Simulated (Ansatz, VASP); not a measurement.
**MgB2 in VASP and in Ansatz**

```xyz
3
Lattice="3.0850 0.0000 0.0000 -1.5425 2.6717 0.0000 0.0000 0.0000 3.5230" Properties=species:S:1:pos:R:3 pbc="T T T"
Mg   -0.0126   -0.0016    0.0015
B     0.0167    1.7937    1.7706
B     1.5541    0.8815    1.7490
```

Alike in both runs: task single point; functional PBE; k mesh 5 × 5 × 4; no spin polarisation.

```csv
,VASP,Ansatz
version,VASP 6.6.1,Ansatz 0.2.0
potentials or method,"VASP PAW PBE potentials, release 64 (Mg, B)","plane waves, PAW"
plane-wave cutoff (eV),600,420
occupations,"fermi-dirac, width 0.1 eV",fermi-dirac
valence electrons in the cell,8,16
```

Ansatz gave:

- rms of the force components (eV/Å): 0.161

What did VASP give for the same quantities?

rms of the force components (eV/Å): 0.162.

Atom by atom the forces differ by 0.001 eV/Å (rms over components). VASP's potentials hold 8 valence electrons a cell and Ansatz's 16, so a difference there can come from the potentials and not from the codes.

The k mesh is coarse, so the values compare programs but aren't converged.
